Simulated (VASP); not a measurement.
# Ta (P6_3/mmc) in VASP: further runs

The runs below take Ta through single point, with PBEsol.

Program: VASP 6.6.1. These are calculated values, not measurements. Logs are shortened: lines on timing, memory, paths and dates and some standing lists are left out, and cuts for length are marked.

### 1 The cell of the first run

The structure is hexagonal, space group P6_3/mmc (No. 194). The conventional cell has a = 2.900 Å, b = 2.900 Å, c = 5.166 Å, α = 90.00°, β = 90.00°, γ = 120.00°. Within 3.8 Å of Ta (site symmetry -6m2) lie 12 Ta at 2.90 to 3.08 Å.

This isn't the form of Ta at room conditions, which is bcc.

### 2 Single point, PBEsol

The input, INCAR:

```
PREC     = Accurate       # precision mode
ENCUT    = 520            # plane-wave cutoff, eV
EDIFF    = 1E-6           # SCF threshold, eV
ISMEAR   = 1              # smearing method
SIGMA    = 0.3            # smearing width, eV
LREAL    = F              # projectors in reciprocal space
LASPH    = T              # aspherical terms in the spheres
NELM     = 60             # most SCF steps
ALGO     = Normal         # electronic algorithm
ISIF     = 2              # what is computed and relaxed
LWAVE    = F              # write WAVECAR
LCHARG   = F              # write CHGCAR
GGA      = PS             # functional
NBANDS   = 18             # bands
```

The input, KPOINTS:

```
Automatic mesh
0
Gamma
  11 11 6
```

The input, POSCAR:

```
Ta
1.0
    2.9003700000      0.0000000000      0.0000000000
   -1.4501900000      2.5118000000      0.0000000000
    0.0000000000      0.0000000000      5.1662700000
Ta
2
Direct
    0.6666666667      0.3333333333      0.7500000000
    0.3333333333      0.6666666667      0.2500000000
```

Potentials or basis: VASP PAW PBE potentials, release 64 (Ta_pv).

Launch:

```sh
cat potpaw_PBE.64/Ta_pv/POTCAR > POTCAR
mpirun -np 1 vasp_std > vasp.out
```

OUTCAR:

```text
PREC = Accurate
   ENCUT = 520
   EDIFF = 1E-6
   ISMEAR = 1
   LREAL = F
   LASPH = T
   NELM = 60
   ISIF = 2
   GGA = PS

 ion  position               nearest neighbor table
   1  0.667  0.333  0.750-   2 3.08   2 3.08   2 3.08   2 3.08   2 3.08   2 3.08
   2  0.333  0.667  0.250-   1 3.08   1 3.08   1 3.08   1 3.08   1 3.08   1 3.08

  LATTYP: Found a hexagonal cell.
 ALAT       =     2.9003700000
 C/A-ratio  =     1.7812451515

  Lattice vectors:

 A1 = (   2.9003700000,   0.0000000000,   0.0000000000)
 A2 = (  -1.4501900000,   2.5118000000,   0.0000000000)
 A3 = (   0.0000000000,   0.0000000000,   5.1662700000)

Analysis of symmetry for initial positions (statically):
=====================================================================
 Subroutine PRICEL returns:
 Original cell was already a primitive cell.

 Routine SETGRP: Setting up the symmetry group for a
 hexagonal supercell.

 Subroutine GETGRP returns: Found 24 space group operations
 (whereof 12 operations were pure point group operations)
 out of a pool of 24 trial point group operations.

The static configuration has the point symmetry D_3d.
 The point group associated with its full space group is D_6h.

Analysis of symmetry for dynamics (positions and initial velocities):
=====================================================================
 Subroutine PRICEL returns:
 Original cell was already a primitive cell.

 Routine SETGRP: Setting up the symmetry group for a
 hexagonal supercell.

 Subroutine GETGRP returns: Found 24 space group operations
 (whereof 12 operations were pure point group operations)
 out of a pool of 24 trial point group operations.

The dynamic configuration has the point symmetry D_3d.
 The point group associated with its full space group is D_6h.

 Subroutine INISYM returns: Found 24 space group operations
 (whereof 12 operations are pure point group operations),
 and found     1 'primitive' translations

----------------------------------------------------------------------------------------

                                     Primitive cell

  volume of cell :      37.6370

  direct lattice vectors                    reciprocal lattice vectors
     2.900370000  0.000000000  0.000000000     0.344783597  0.199061121  0.000000000
    -1.450190000  2.511800000  0.000000000     0.000000000  0.398120869  0.000000000
     0.000000000  0.000000000  5.166270000     0.000000000  0.000000000  0.193563248

  length of vectors
     2.900370000  2.900377609  5.166270000     0.398121914  0.398120869  0.193563248

  position of ions in fractional coordinates (direct lattice)
     0.666666667  0.333333333  0.750000000
     0.333333333  0.666666667  0.250000000

  ion indices of the primitive-cell ions
   primitive index   ion index
                 1           1
                 2           2

----------------------------------------------------------------------------------------

 KPOINTS: Automatic mesh

Automatic generation of k-mesh.
 Grid dimensions read from file:
 generate k-points for:   11   11    6

 Generating k-lattice:

  Cartesian coordinates                     Fractional coordinates (reciprocal lattice)
     0.031343963  0.018096466  0.000000000     0.090909091 -0.000000000  0.000000000
     0.000000000  0.036192806  0.000000000     0.000000000  0.090909091  0.000000000
     0.000000000  0.000000000  0.032260541     0.000000000  0.000000000  0.166666667

  Length of vectors
     0.036192901  0.036192806  0.032260541

  Shift w.r.t. Gamma in fractional coordinates (k-lattice)
     0.000000000  0.000000000  0.000000000

 Subroutine IBZKPT returns following result:
 ===========================================

 Found     64 irreducible k-points:

 Following reciprocal coordinates:
            Coordinates               Weight
  0.000000  0.000000  0.000000      1.000000
  0.090909 -0.000000  0.000000      6.000000
  0.181818 -0.000000  0.000000      6.000000
  0.272727 -0.000000  0.000000      6.000000
  0.363636 -0.000000  0.000000      6.000000
  0.454545 -0.000000  0.000000      6.000000
[... 16 lines left out ...]
  0.090909  0.090909  0.166667     12.000000
  0.181818  0.090909  0.166667     24.000000
 [... further k-points ...]
   k-points           NKPTS =     64   k-points in BZ     NKDIM =     64   number of bands    NBANDS=     18
   number of dos      NEDOS =    301   number of ions     NIONS =      2
   total plane-waves  NPLWV =  23040
   dimension x,y,z NGX =    24 NGY =   24 NGZ =   40
   dimension x,y,z NGXF=    48 NGYF=   48 NGZF=   80
   ions per type =               2
   NGX,Y,Z   is equivalent  to a cutoff of  13.76, 13.76, 12.87 a.u.
   NGXF,Y,Z  is equivalent  to a cutoff of  27.51, 27.51, 25.74 a.u.
 SYSTEM =  unknown system
   PREC   = accura    normal or accurate (medium, high low for compatibility)
   ISTART =      0    job   : 0-new  1-cont  2-samecut
   ICHARG =      2    charge: 1-file 2-atom 10-const
   ISPIN  =      1    spin polarized calculation?
   LNONCOLLINEAR =      F non collinear calculations
   LSORBIT =      F    spin-orbit coupling
   LASPH  =      T    aspherical Exc in radial PAW
   ENCUT  =  520.0 eV  38.22 Ry    6.18 a.u.   5.39  5.39  9.61*2*pi/ulx,y,z
   NELM   =     60;   NELMIN=  2; NELMDL= -5     # of ELM steps
   EDIFF  = 0.1E-05   stopping-criterion for ELM
   LREAL  =      F    real-space projection
   EDIFFG = 0.1E-04   stopping-criterion for IOM
   NSW    =      0    number of steps for IOM
   IBRION =     -1    ionic relax: 0-MD 1-quasi-New 2-CG
   NFREE  =      0    steps in history (QN), initial steepest desc. (CG)
   ISIF   =      2    stress and relaxation
   ISYM   =      2    0-nonsym 1-usesym 2-fastsym
   POTIM  = 0.5000    time-step for ionic-motion
   TEBEG  =    0.0;   TEEND  =   0.0 temperature during run
   PSTRESS=    0.0 pullay stress
   NELECT =      22.0000    total number of electrons
   NUPDOWN=      -1.0000    fix difference up-down
   EMIN   =  10.00;   EMAX   =-10.00  energy-range for DOS
   EFERMI =   0.00;   METHOD = LEGACY
   ISMEAR =     1;   SIGMA  =   0.30  broadening in eV -4-tet -1-fermi 0-gaus
   EFERMI_NEDOS =   21; number of points for ismear=-14 and -15
   IALGO  =     38    algorithm
   IMIX   =      4    mixing-type and parameters
     AMIX     =   0.40;   BMIX     =  1.00
     AMIX_MAG =   1.60;   BMIX_MAG =  1.00
  volume/ion in A,a.u.               =      18.82       126.99
  Fermi-wavevector in a.u.,A,eV,Ry     =   1.368812  2.586680 25.492513  1.873647
  Thomas-Fermi vector in A             =   2.494743
   LORBIT       =      0    0 simple, 1 ext, 2 COOP (PROOUT), +10 PAW based schemes
   GGA     = PS    functional components
   LHFCALC =     F    Hartree Fock is set to
   AEXX    =    0.0000 exact exchange contribution
   IVDW    =     0    specifies the selected vdW correction
   LEPSILON=     F    determine dielectric tensor
   LRPA    =     F    only Hartree local field effects (RPA)
 non-spin polarized calculation
 Methfessel and Paxton  Order N= 1 SIGMA  =   0.30
  energy-cutoff  :      520.00
  volume of cell :       37.64
 maximum number of plane-waves:      1045
 NGX is ok and might be reduce to    24
   NGX = 11   NGY = 11   NGZ = 19

 number of electron      22.0000002 magnetization

 Free energy of the ion-electron system (eV)
  ---------------------------------------------------
  ext. energy  EPLUGINS =         0.00000000
  ---------------------------------------------------
  free energy    TOTEN  =       -24.48725602 eV

  energy without entropy =      -24.50082994  energy(sigma->0) =      -24.49178066

 E-fermi :   5.3722     XC(G=0): -12.4932

 val. band max:        5.3702986221   @ k =   0.2727   0.2727   0.0000
 cond. band min:       5.3857833048   @ k =   0.1818  -0.0000   0.0000
 fundamental gap:      0.0154846827
 Fermi energy:         5.3722354744

 k-point     1 :       0.0000    0.0000    0.0000
  band No.  band energies     occupation
      1     -29.1254      2.00000
      2     -28.3119      2.00000
      3     -28.1938      2.00000
      4     -28.1937      2.00000
      5     -28.1116      2.00000
      6     -28.1116      2.00000
[... 10 lines left out ...]
     17      10.5043     -0.00000
     18      10.5043     -0.00000

 k-point     2 :       0.0909   -0.0000    0.0000
  band No.  band energies     occupation
      1     -29.0992      2.00000
      2     -28.3149      2.00000
      3     -28.2785      2.00000
      4     -28.2167      2.00000
      5     -28.1982      2.00000
      6     -28.1273      2.00000
[... 10 lines left out ...]
     17      10.6270     -0.00000
     18      11.1462     -0.00000

 k-point     3 :       0.1818   -0.0000    0.0000
  band No.  band energies     occupation
      1     -29.0257      2.00000
      2     -28.5031      2.00000
      3     -28.4228      2.00000
      4     -28.3260      2.00000
      5     -28.2766      2.00000
      6     -28.1702      2.00000
[... 10 lines left out ...]
     17      10.8168     -0.00000
     18      12.4484      0.00000

 k-point     4 :       0.2727   -0.0000    0.0000
  band No.  band energies     occupation
      1     -28.9193      2.00000
      2     -28.7912      2.00000
      3     -28.7022      2.00000
      4     -28.3523      2.00000
      5     -28.3500      2.00000
      6     -28.2276      2.00000
[... 375 lines left out ...]
      4     -28.4496      2.00000
      5     -28.4362      2.00000
      6     -28.3225      2.00000
[... 10 lines left out ...]
     17      11.8917      0.00000
     18      12.4655      0.00000

 k-point    23 :       0.0909    0.0909    0.1667
  band No.  band energies     occupation
      1     -29.0071      2.00000
      2     -28.4221      2.00000
      3     -28.4100      2.00000
      4     -28.3233      2.00000
      5     -28.2407      2.00000
      6     -28.1740      2.00000
[... 10 lines left out ...]
     17      10.5344     -0.00000
     18      11.5650      0.00000

 k-point    24 :       0.1818    0.0909    0.1667
  band No.  band energies     occupation
      1     -28.9363      2.00000
      2     -28.6485      2.00000
      3     -28.6167      2.00000
      4     -28.3710      2.00000
      5     -28.3163      2.00000
      6     -28.2399      2.00000
[... 10 lines left out ...]
     17      10.4859     -0.00000
     18      12.3048      0.00000

 [... further k-points ...]

------------------------ aborting loop because EDIFF is reached ----------------------------------------

  FORCE on cell =-STRESS in cart. coord.  units (eV):
  Direction    XX          YY          ZZ          XY          YZ          ZX
  --------------------------------------------------------------------------------------
  -------------------------------------------------------------------------------------
  Total       -1.7206991     -1.7207072     -1.5981495      0.0000034     -0.0000000      0.0000000
  in kB      -73.2487050    -73.2490491    -68.0318747      0.0001458     -0.0000000      0.0000000
  external PRESSURE =     -71.5098763 kB  Pullay stress =       0.0000000 kB

 VOLUME and BASIS-vectors are now :
 -----------------------------------------------------------------------------
  energy-cutoff  :      520.00
  volume of cell :       37.64
      direct lattice vectors                 reciprocal lattice vectors
     2.900370000  0.000000000  0.000000000     0.344783597  0.199061121  0.000000000
    -1.450190000  2.511800000  0.000000000     0.000000000  0.398120869  0.000000000
     0.000000000  0.000000000  5.166270000     0.000000000  0.000000000  0.193563248

 POSITION                                       TOTAL-FORCE (eV/Angst)
 -----------------------------------------------------------------------------------
      1.45018      0.83727      3.87470        -0.000000      0.000000      0.000000
     -0.00000      1.67453      1.29157         0.000000     -0.000000      0.000000
 -----------------------------------------------------------------------------------
    total drift:                               -0.000000      0.000000     -0.000000

  FREE ENERGIE OF THE ION-ELECTRON SYSTEM (eV)
  ---------------------------------------------------
  free  energy   TOTEN  =       -24.4872560183 eV

  energy  without entropy=      -24.5008299427  energy(sigma->0) =      -24.49178066
```

Run time: 49 s. Hardware: 1 thread of Intel Xeon 8259CL, shared host; peak memory 0.18 GiB.

Results:

```yaml
Free_energy: -24.4873 eV
Pressure: -7.2 GPa
Band_gap_on_the_k_mesh: zero (bands 11 and 12 overlap by 2.13 eV)
```

Caveat: the cell stands under tension; so wide a smearing shifts energies and pressures; the PAW data sets were made with another functional, which shifts forces and pressure a little; spin-orbit coupling is left out, which moves the levels of the heavy elements.

### 3 Single point, PBEsol

The input, INCAR:

```
ALGO = Normal
EDIFF = 1E-6
ENCUT = 520
GGA = PS
ISIF = 2
ISMEAR = 1
LASPH = True
LCHARG = True
LELF = True
LREAL = False
LVHAR = True
LWAVE = False
NBANDS = 18
NELM = 100
PREC = Accurate
SIGMA = 0.2
```

The input, KPOINTS:

```
k-points
0
Gamma
  11 11 6
```

POSCAR is that of step 2.

Potentials or basis: VASP PAW PBE potentials, release 64 (Ta_pv).

Launch:

```sh
cat potpaw_PBE.64/Ta_pv/POTCAR > POTCAR
mpirun -np 1 vasp_std > vasp.out
```

Wall time 51 s (1 thread of Intel Xeon 8259CL, shared host); peak memory 0.18 GiB.

It converged, with:

```yaml
Free_energy: -24.4918 eV
Pressure: -7.2 GPa
Band_gap_on_the_k_mesh: zero (bands 11 and 12 overlap by 2.13 eV)
```

Stress tensor (GPa, compression positive):
```
-7.42  0.00  0.00
 0.00 -7.42  0.00
 0.00  0.00 -6.77
```

Levels at points of the mesh, in eV from the Fermi level:
| k point | band 9 | band 10 | band 11 | band 12 | band 13 | band 14 |
| --- | --- | --- | --- | --- | --- | --- |
| (0.00, 0.00, 0.00) | -0.56 | -0.10 | 0.60 | 0.60 | 1.16 | 1.16 |
| (0.00, 0.00, 0.50) | -1.16 | -1.16 | 0.65 | 0.65 | 0.65 | 0.65 |

Caveat: the cell stands under tension; the PAW data sets were made with another functional, which shifts forces and pressure a little; spin-orbit coupling is left out, which moves the levels of the heavy elements.
